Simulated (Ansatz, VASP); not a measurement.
# Two plane-wave programs on Ag2O

```
Ag O
1.0
     4.75399    0.00000    0.00000
     0.00000    4.75399    0.00000
     0.00000    0.00000    4.75399
Ag O
4 2
Direct
  0.25000 0.25000 0.75000
  0.75000 0.25000 0.25000
  0.25000 0.75000 0.25000
  0.75000 0.75000 0.75000
  0.00000 0.00000 0.00000
  0.50000 0.50000 0.50000
```

Alike in both runs: task single point; functional PBE; dispersion D3(BJ); k mesh 4 × 4 × 4; occupations gaussian, width 0.1 eV; no spin polarisation.

|  | VASP | Ansatz |
| --- | --- | --- |
| version | VASP 6.6.1 | Ansatz 0.2.0 |
| potentials or method | VASP PAW PBE potentials, release 64 (Ag, O), cutoff 600 eV | scalar-relativistic, plane waves, PAW |
| valence electrons in the cell | 56 | 88 |

```tsv
	VASP	Ansatz	Ansatz less VASP
gap on the k mesh at the Fermi level (eV)	none	none	-
pressure (GPa)	-0.1	0.1	+0.19
```

A gap of «none» marks a metal or a gap that the smearing closes. VASP's potentials hold 56 valence electrons a cell and Ansatz's 88, so a difference there can come from the potentials and not from the codes.
